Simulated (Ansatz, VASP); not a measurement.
**Zr2B: VASP beside Ansatz**

```
CELL_PARAMETERS angstrom
3.42191 0.00000 0.00000
-1.71096 2.96346 0.00000
0.00000 0.00000 5.57157
ATOMIC_POSITIONS crystal
Zr 0.33333 0.66667 0.23511
Zr 0.66667 0.33333 0.76489
B 0.00000 0.00000 0.00000
```

Alike in both runs: functional PBE; k mesh 6 × 6 × 4; occupations gaussian, width 0.1 eV; no spin polarisation.

Ansatz relaxed the structure, and its values are those at the end. VASP's run is a single point on that final structure, the one shown.

|  | VASP | Ansatz |
| --- | --- | --- |
| version | VASP 6.6.1 | Ansatz 0.2.0 |
| potentials or method | VASP PAW PBE potentials, release 64 (Zr_sv, B), cutoff 520 eV | scalar-relativistic, plane waves, PAW |
| valence electrons in the cell | 27 | 27 |

VASP gave:

| Item | Value |
| --- | --- |
| gap on the k mesh at the Fermi level (eV) | none |
| pressure (GPa) | 0.2 |

Task: Estimate Ansatz's values.

Result: gap on the k mesh at the Fermi level (eV): none; pressure (GPa): 0.1.

A gap of «none» marks a metal or a gap that the smearing closes. The functional is the same, so the differences come from potentials, cutoffs and numerics.
